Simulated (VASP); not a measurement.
A run of VASP 6.6.1:

File INCAR:

```
ALGO = Fast
EDIFF = 1E-6
ENCUT = 520
GGA = PS
ISIF = 2
ISMEAR = -1
LASPH = True
LCHARG = False
LREAL = False
LWAVE = False
NBANDS = 20
NELM = 100
PREC = Accurate
SIGMA = 0.05
```

Contents of KPOINTS:

```
k-points
0
Gamma
  8 9 7
```

The input POSCAR:

```
Ga
1.0
    1.4232650000     -4.0403300000      0.0000000000
    1.3427350000      4.0126700000      0.0000000000
   -0.1174474948      0.0011744749      3.3299294416
Ga
2
Direct
    0.1310000000      0.8690000000      0.7500000000
    0.8690000000      0.1310000000      0.2500000000
```

Potentials or basis: VASP PAW PBE potentials, release 64 (Ga_d).

Run with:

```sh
$ cat potpaw_PBE.64/Ga_d/POTCAR > POTCAR
$ mpirun -np 1 vasp_std > vasp.out
```

Hardware: 1 thread of AMD EPYC 9R45 96-Core Processor (Zen 5), on a shared host.

Q: Estimate the wall time of this run.

A: Wall time 110 s on 1 thread of AMD EPYC 9R45 96-Core Processor (Zen 5), with other jobs on the host, peak memory 0.25 GiB. Counts: scf iterations 12, k points 253.
